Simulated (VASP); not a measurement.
Runs of VASP 6.6.1 on Al. The structure is that of space group Fm-3m (No. 225), or close to it. The cells are those of the table. 

```csv
task,level,potentials or basis,spin,cell,k mesh,cutoff (eV),smearing,grid for exact exchange (PRECFOCK),share of exact exchange,screening parameter,gap on the mesh (eV),pressure (GPa),moment (μB),relaxed volume (Å³/atom)
single point,BLYP,"VASP PAW PBE potentials, release 64 (Al)","non-collinear, typed start","a = 2.864 Å, angles 60.0°, 1 atom",8 × 8 × 8,520,gaussian 0.1 eV,-,-,-,none,3.0,0.00,-
relaxation of cell and atoms,PBEsol,"VASP PAW PBE potentials, release 64 (Al)",off,"relaxed from a = 2.864 Å, angles 60.0°, 1 atom",11 × 11 × 11,600,fermi-dirac 0.05 eV,-,-,-,none,0.0,-,16.22
single point,revPBE,"VASP PAW PBE potentials, release 64 (Al)","collinear, ferromagnetic start","a = 2.938 Å, angles 60.0°, 1 atom",11 × 11 × 11,520,fermi-dirac 0.05 eV,-,-,-,none,-4.7,0.00,-
single point,PBE,"VASP PAW PBE potentials, release 64 (Al)",off,"a = 2.858 Å, angles 60.0°, 1 atom",11 × 11 × 11,520,fermi-dirac 0.05 eV,-,-,-,none,0.0,-,-
single point,LDA,"VASP PAW LDA potentials, release 64 (Al)","non-collinear, zero start, SOC","a = 2.819 Å, angles 60.0°, 1 atom",8 × 8 × 8,520,fermi-dirac 0.025 eV,-,-,-,-,(b),0.00,-
single point,PBE-based screened hybrid,"VASP PAW PBE potentials, release 64 (Al)",off,"a = 2.920 Å, angles 60.0°, 1 atom",6 × 6 × 6,520,fermi-dirac 0.05 eV,Normal,0.25,0.3 1/Å,none,-4.7,-,-
single point,PBE,"VASP PAW PBE potentials, release 64 (Al)",off,"a = 2.864 Å, angles 60.0°, 1 atom",7 × 7 × 7,520,fermi-dirac 0.03 eV,-,-,-,none,-1.1,-,-
relaxation of cell and atoms,RPBE+D4,"VASP PAW PBE potentials, release 64 (Al)",off,"relaxed from a = 2.864 Å, angles 60.0°, 1 atom",11 × 11 × 11,600,fermi-dirac 0.05 eV,-,-,-,none,0.0,-,(a)
```

Question: Estimate the missing entries.

Answer: (a) 15.56; (b) 0.1.

Caveats: some runs use coarse meshes; the PAW data sets were made with another functional, which shifts forces and pressure a little (some runs); pairwise dispersion overbinds metals, which lowers pressure and volume (some runs).

A gap of «none» marks levels without a gap at the run's occupations.
